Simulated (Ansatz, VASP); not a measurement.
Two plane-wave programs on Zr

```xyz
1
Lattice="-1.8100 1.8100 1.8100 1.8100 -1.8100 1.8100 1.8100 1.8100 -1.8100" Properties=species:S:1:pos:R:3 pbc="T T T"
Zr    0.0000    0.0000    0.0000
```

Alike in both runs: task electric field gradients; functional PBE; k mesh 16 × 16 × 16; occupations fermi-dirac, width 0.03 eV; no spin polarisation.

```csv
,VASP,Ansatz
version,VASP 6.6.1,Ansatz 0.2.0
potentials or method,"VASP PAW PBE potentials, release 64 (Zr_sv)","PAW with Ansatz's default frozen-core files, scalar-relativistic"
plane-wave cutoff (eV),520,420
valence electrons in the cell,12,12
```

```csv
,VASP,Ansatz,Ansatz less VASP
pressure (GPa),-3.1,-3.1,-0.02
```
